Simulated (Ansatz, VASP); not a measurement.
One calculation of Y, two programs

Contents of INCAR:

```
SYSTEM = Y
PREC     = Accurate       ! precision mode
ENCUT    = 520            ! plane-wave cutoff, eV
EDIFF    = 1E-6           ! SCF threshold, eV
ISMEAR   = -1             ! smearing method
SIGMA    = 0.05           ! smearing width, eV
LREAL    = .FALSE.        ! projectors in reciprocal space
LASPH    = .TRUE.         ! aspherical terms in the spheres
NELM     = 80             ! most SCF steps
ALGO     = Normal         ! electronic algorithm
ISIF     = 2              ! what is computed and relaxed
LWAVE    = .FALSE.        ! write WAVECAR
LCHARG   = .TRUE.         ! write CHGCAR
GGA      = PS             ! functional
LELF     = .TRUE.         ! ELF
LVHAR    = .TRUE.       
NBANDS   = 18             ! bands
```

Contents of KPOINTS:

```
regular mesh
0
G
  8 8 5
  0 0 0
```

POSCAR

```
Y
1.0
    3.5729423729      0.0000000000      0.0000000000
   -1.7864711865      3.0942588613      0.0000000000
    0.0000000000      0.0000000000      5.6136161546
Y
2
Direct
    0.6666666667      0.3333333333      0.7500000000
    0.3333333333      0.6666666667      0.2500000000
```

input.yaml

```yaml
crystal:
  lattice:
    - [3.5729423729, 0.0, 0.0]
    - [-1.7864711865, 3.0942588613, 0.0]
    - [0.0, 0.0, 5.6136161546]
  atoms:
    - { symbol: "Y", position: [0.6666666667, 0.3333333333, 0.75] }
    - { symbol: "Y", position: [0.3333333333, 0.6666666667, 0.25] }
hamiltonian:
  xc: pbesol
  pseudopotentials: { kind: paw }
kpoints:
  mp_grid: { grid: [8, 8, 5] }
scf:
  occupations: { method: fermi_dirac, width: 0.05 }
output:
  forces: true
  stress: true
  eigenvalues: true
```

Alike in both runs: task single point; functional PBEsol; k mesh 8 × 8 × 5; occupations fermi-dirac, width 0.05 eV; no spin polarisation.

```csv
,VASP,Ansatz
version,VASP 6.6.1,Ansatz 0.2.0
potentials or method,"VASP PAW PBE potentials, release 64 (Y_sv)",Ansatz PAW
plane-wave cutoff (eV),520,420
valence electrons in the cell,22,22
```

Ansatz gave:

```
gap on the k mesh at the Fermi level (eV)                     : none
pressure (GPa)                                                : 0.4
traceless stress, the component that is largest in VASP (GPa) : -0.21
```

Q: What did VASP give for the same quantities?

A: gap on the k mesh at the Fermi level (eV): none; pressure (GPa): 0.3; traceless stress, the component that is largest in VASP (GPa): -0.20.

VASP's potentials were made for PBE, not for PBEsol. A gap of «none» marks a metal or a gap that the smearing closes. With one functional, cell and mesh, what is left measures potentials, basis and numerics.
